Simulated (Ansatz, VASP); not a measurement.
K4Ru in VASP and in Ansatz

```
K Ru
1.0
     6.33846    0.00000    0.00000
     0.00000    6.33846    0.00000
     0.00000    0.00000    6.33846
K Ru
4 1
Cartesian
  3.1692 0.0000 0.0000
  0.0000 3.1692 0.0000
  0.0000 0.0000 3.1692
  3.1692 3.1692 3.1692
  0.0000 0.0000 0.0000
```

Alike in both runs: functional PBE; k mesh 6 × 6 × 6; occupations gaussian, width 0.1 eV; no spin polarisation.

Ansatz relaxed the structure, and its values are those at the end. VASP's run is a single point on that final structure, the one shown.

|  | VASP | Ansatz |
| --- | --- | --- |
| version | VASP 6.6.1 | Ansatz 0.2.0 |
| potentials or method | VASP PAW PBE potentials, release 64 (K_sv, Ru_pv), cutoff 520 eV | scalar-relativistic, plane waves, PAW |
| valence electrons in the cell | 50 | 52 |

|  | VASP | Ansatz | Ansatz less VASP |
| --- | --- | --- | --- |
| gap on the k mesh at the Fermi level (eV) | none | none | - |
| pressure (GPa) | 0.0 | 0.0 | 0.00 |

A gap of «none» marks a metal or a gap that the smearing closes. VASP's potentials hold 50 valence electrons a cell and Ansatz's 52, so a difference there can come from the potentials and not from the codes.
